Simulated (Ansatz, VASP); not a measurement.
# Two plane-wave programs on ScBiTe3S

Contents of INCAR:

```
PREC = Accurate
ENCUT = 600
EDIFF = 1E-7
ISMEAR = 0
SIGMA = 0.1
LREAL = False
LASPH = True
NELM = 80
ALGO = Normal
ISIF = 3
LWAVE = False
LCHARG = False
GGA = PE
IBRION = 2
NSW = 90
EDIFFG = -0.04
```

The input KPOINTS:

```
regular mesh
0
Gamma
  4 4 4
```

POSCAR

```
ScBiTe3S
1.0
    6.5919365200      0.0000000000      0.0000000000
    0.0000000000      6.5919365200      0.0000000000
    0.0000000000      0.0000000000      4.6885663500
Sc Bi Te S
1 1 3 1
Direct
    0.0000000000      0.0000000000      0.0000000000
    0.0000000000      0.0000000000      0.5000000000
    0.0000000000      0.5000000000      0.0000000000
    0.5000000000      0.0000000000      0.0000000000
    0.5000000000      0.5000000000      0.0000000000
    0.5000000000      0.5000000000      0.5000000000
```

Input for Ansatz:

```yaml
crystal:
  lattice:
    - [6.59193652, 0.0, 0.0]
    - [0.0, 6.59193652, 0.0]
    - [0.0, 0.0, 4.68856635]
  atoms:
    - { symbol: Sc, position: [0.0, 0.0, 0.0] }
    - { symbol: Bi, position: [0.0, 0.0, 0.5] }
    - { symbol: Te, position: [0.0, 0.5, 0.0] }
    - { symbol: Te, position: [0.5, 0.0, 0.0] }
    - { symbol: Te, position: [0.5, 0.5, 0.0] }
    - { symbol: S, position: [0.5, 0.5, 0.5] }
basis:
  ecutwfc: 420
kpoints:
  mp_grid: { grid: [4, 4, 4] }
hamiltonian:
  xc: pbe
scf:
  occupations: { method: gaussian, width: 0.1 }
  lower_state_search: "off"
output:
  forces: true
  stress: true
  eigenvalues: true
relax:
  adjacent_minimum: "off"
  f_tol: 0.04
  max_steps: 70
  cell: { stress_tol: 0.4 }
```

Alike in both runs: task relaxation of cell and atoms; functional PBE; k mesh 4 × 4 × 4; occupations gaussian, width 0.1 eV; no spin polarisation.

```csv
,VASP,Ansatz
version,VASP 6.6.1,Ansatz 0.2.0
potentials or method,"VASP PAW PBE potentials, release 64 (Sc_sv, Bi_d, Te, S), cutoff 600 eV","scalar-relativistic, plane waves, PAW"
valence electrons in the cell,50,80
```

```csv
,VASP,Ansatz,Ansatz less VASP
"gap on the k mesh at the Fermi level, each at its own relaxed structure (eV)",none,none,-
relaxed volume (Å³/atom),32.87,32.77,-0.095
relaxed cell length with the largest relative difference (Å),5.654,5.648,-0.0063
```

A gap of «none» marks a metal or a gap that the smearing closes. VASP's potentials hold 50 valence electrons a cell and Ansatz's 80, so a difference there can come from the potentials and not from the codes.

Neither program's run includes spin-orbit coupling.
